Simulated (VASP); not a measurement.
A run of VASP 6.6.1 is set up as follows.

Contents of INCAR:

```
PREC = Accurate
ENCUT = 500
EDIFF = 1E-6
ISMEAR = 0
SIGMA = 0.01
LREAL = F
LASPH = T
NELM = 120
ALGO = Normal
ISIF = 2
LWAVE = F
LCHARG = F
GGA = PE
IVDW = 12
NBANDS = 15
GGA_COMPAT = F
```

Contents of KPOINTS:

```
Automatic mesh
0
Gamma
  4 4 4
```

Contents of POSCAR:

```
BaTe
1.0
    0.0000000000      3.4695753338      3.4695753338
    3.4695753338      0.0000000000      3.4695753338
    3.4695753338      3.4695753338      0.0000000000
Ba Te
1 1
Direct
    0.0000000000      0.0000000000      0.0000000000
    0.5000000000      0.5000000000      0.5000000000
```

Potentials or basis: VASP PAW PBE potentials, release 64 (Ba_sv, Te).

Run with:

```console
$ cat potpaw_PBE.64/Ba_sv/POTCAR potpaw_PBE.64/Te/POTCAR > POTCAR
$ mpirun -np 1 vasp_std > vasp.out
```

Estimate the pressure.

0.8 GPa.

Predict the dispersion energy per atom.

-0.321 eV.

Predict the band gap on the k mesh.

1.45 eV, indirect (least direct gap 1.84 eV).

Caveat: spin-orbit coupling is left out, which moves the levels of the heavy elements. PBE gaps usually lie below the measured ones, often by a third to a half.
